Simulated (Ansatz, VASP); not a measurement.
Two plane-wave programs on NiSb

```
Ni Sb
1.0
     3.92800    0.00000    0.00000
    -1.96400    3.40175    0.00000
     0.00000    0.00000    5.12000
Ni Sb
2 2
Cartesian
  0.0000 0.0000 0.0000
  0.0000 0.0000 2.5600
  0.0000 2.2678 1.2800
  1.9640 1.1339 3.8400
```

Alike in both runs: task single point; functional PBE; k mesh 10 × 10 × 7; occupations fermi-dirac, width 0.05 eV; no spin polarisation.

|  | VASP | Ansatz |
| --- | --- | --- |
| version | VASP 6.6.1 | Ansatz 0.2.0 |
| potentials or method | VASP PAW PBE potentials, release 64 (Ni, Sb) | PAW with Ansatz's default frozen-core files, scalar-relativistic |
| plane-wave cutoff (eV) | 520 | 420 |
| valence electrons in the cell | 30 | 66 |

```csv
,VASP,Ansatz,Ansatz less VASP
pressure (GPa),3.7,3.9,+0.17
"traceless stress, the component that is largest in VASP (GPa)",-0.19,-0.29,-0.099
```

VASP's potentials hold 30 valence electrons a cell and Ansatz's 66, so a difference there can come from the potentials and not from the codes.

Neither program's run includes spin-orbit coupling.
